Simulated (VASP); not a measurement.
Wanted: the native input for a VASP 6.6.1 run.

| Item | Value |
| --- | --- |
| Task | single point |
| Functional | LDA |
| Potentials or basis | VASP PAW LDA potentials, release 64 (C) |
| Cutoff | 520 eV |
| k mesh | 14 × 14 × 8 |
| Occupations | gaussian, width 0.05 eV |
| Spin | no spin polarisation |
| Dipole correction | no |
| Further INCAR settings | ALGO = Normal; EDIFF = 1e-06; NBANDS = 11 |

The structure of C lies in POSCAR:

```
C
1.0
    2.1172982844     -1.2222020964      0.0128511562
    2.1172982844      1.2226659974     -0.0360462056
   -1.3916690928     -0.0667460384      3.3373019203
C
2
Direct
    0.8333830096      0.8333830096      0.0001497828
    0.1666169904      0.1666169904      0.9998502172
```

This cell differs from its parent crystal: strain -0.0400 x Voigt [0, 0, 0, 1, 0, 0].

One way to write it, as run:

INCAR

```
  ALGO = Normal
  EDIFF = 1E-6
  ENCUT = 520
  GGA = CA
  ISIF = 2
  ISMEAR = 0
  LASPH = T
  LCHARG = T
  LELF = T
  LREAL = F
  LVHAR = T
  LWAVE = F
  NBANDS = 11
  NELM = 60
  PREC = Accurate
  SIGMA = 0.05
```

KPOINTS

```
k-points
0
Gamma
  14 14 8
```

Potentials or basis: VASP PAW LDA potentials, release 64 (C).

Launch:

```sh
$ cat potpaw_LDA.64/C/POTCAR > POTCAR
$ mpirun -np 1 vasp_std > vasp.out
```

Results of the run:

```
Pressure      : 0.7 GPa
Largest force : 0.010 eV/Å
```

Caveat: the cell differs from its parent crystal (strain -0.0400 x Voigt [0, 0, 0, 1, 0, 0]).

Run time: 69 s on 1 thread of Intel(R) Xeon(R) 6975P-C (Granite Rapids), with other jobs on the host, peak memory 0.21 GiB.
